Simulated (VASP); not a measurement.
A run of VASP 6.6.1 is set up as follows.

INCAR

```
SYSTEM = Al16NO22
  ALGO = Normal
  EDIFF = 1E-6
  ENCUT = 520
  GGA = PE
  ISIF = 2
  ISMEAR = 0
  IVDW = 12
  LASPH = .TRUE.
  LCHARG = .FALSE.
  LREAL = Auto
  LWAVE = .FALSE.
  NBANDS = 118
  NELECT = 184.0
  NELM = 80
  PREC = Accurate
  SIGMA = 0.05
```

Contents of KPOINTS:

```
k-points
0
G
  2 2 2
  0 0 0
```

The input POSCAR:

```
Al16NO22
1.0
   -4.8050270000     -2.7741840000      4.3720840000
    4.8050270000     -2.7741840000      4.3720840000
    0.0000000000      5.5483680000      4.3720840000
Al O N
16 22 1
Direct
    0.1456255372      0.1492163599      0.1504731974
    0.3479242021      0.3515697592      0.3547632305
    0.6296439258      0.6421730958      0.6519371881
    0.8419454550      0.8640839363      0.8671462385
    0.6408470611      0.6408682889      0.1443880825
    0.8378606024      0.8640800180      0.3244614341
    0.1495621552      0.1464928696      0.6470780440
    0.3542805187      0.3409149330      0.8578268599
    0.6501337763      0.1408369503      0.6446519651
    0.8552539381      0.3521096270      0.8508622147
    0.1457888392      0.6485960035      0.1430232675
    0.3507077574      0.8525051459      0.3512194910
    0.1783284336      0.6371002574      0.6614269687
    0.3710995858      0.8612462593      0.8518917862
    0.6422800164      0.1589668113      0.1472013265
    0.8544949011      0.3550642007      0.3529959634
    0.4031967041      0.5870516543      0.7635793357
    0.4040674485      0.2487432432      0.5974196333
    0.5989860846      0.7455278210      0.3988251977
    0.7565306133      0.4144255637      0.5955268091
    0.2477815821      0.5981619233      0.4091435423
    0.5938210949      0.4026504729      0.2513388585
    0.9092517404      0.0986556709      0.7486061872
    0.0971012586      0.2502059134      0.4040139370
    0.2441224409      0.8961612328      0.5968224752
    0.7535076913      0.1005712978      0.3995636674
    0.0900485675      0.9027255826      0.2503078676
    0.9030382403      0.6046305518      0.2573309197
    0.9031804168      0.2528823019      0.0974093098
    0.0856675032      0.7497751139      0.8933249455
    0.2484342346      0.4032841449      0.0987212278
    0.7563566809      0.5926731053      0.9051592916
    0.0989677103      0.4037085577      0.7490277249
    0.4006207981      0.0967022145      0.2509100954
    0.3972738769      0.7495220537      0.0973132860
    0.5996475686      0.2496337185      0.9011171498
    0.7373578083      0.9105358154      0.0980634530
    0.2521748801      0.0954610884      0.9048612388
    0.6200170333      0.8904881462      0.7333414620
```

Potentials or basis: VASP PAW PBE potentials, release 64 (Al, O, N).

Launch:

```sh
$ cat potpaw_PBE.64/Al/POTCAR potpaw_PBE.64/O/POTCAR potpaw_PBE.64/N/POTCAR > POTCAR
$ mpirun -np 1 vasp_std > vasp.out
```

What does it give for the dispersion energy per atom?

-0.231 eV.

What does it give for the largest force?

0.016 eV/Å.

Forces in eV/Å, atoms in the order of the input:
```
Al  -0.002 -0.003 -0.009
Al   0.000 -0.003  0.006
Al   0.014  0.004  0.004
Al   0.004  0.005  0.007
Al   0.008 -0.005 -0.001
Al   0.004  0.004  0.008
Al   0.001  0.001 -0.012
Al   0.005 -0.005  0.013
Al   0.002 -0.001 -0.002
Al   0.000  0.001  0.007
Al  -0.006 -0.004 -0.005
Al   0.001 -0.005  0.002
Al  -0.001  0.006 -0.005
Al  -0.010  0.000  0.000
Al  -0.005  0.004 -0.011
Al   0.000  0.002  0.009
O   -0.007 -0.007  0.002
O   -0.006 -0.004  0.000
O    0.001  0.010  0.001
O   -0.010 -0.005 -0.006
O    0.000  0.000 -0.007
O    0.006  0.000  0.003
O   -0.005  0.000 -0.001
O    0.004  0.004 -0.001
O    0.006 -0.004  0.005
O    0.003  0.003  0.006
O    0.002  0.000  0.003
O   -0.003  0.004 -0.001
O    0.001 -0.006  0.000
O    0.002  0.003  0.004
O    0.000 -0.004 -0.002
O   -0.001 -0.004  0.004
O    0.006  0.009 -0.010
O    0.000 -0.003  0.003
O    0.002  0.003 -0.002
O    0.002 -0.004 -0.002
O   -0.007 -0.009 -0.005
O   -0.006  0.005  0.000
N   -0.004  0.007 -0.007
```

Caveat: the k points lie up to 0.45 Å⁻¹ apart; the cell carries a net charge on a neutralising background, which shifts energy and pressure.
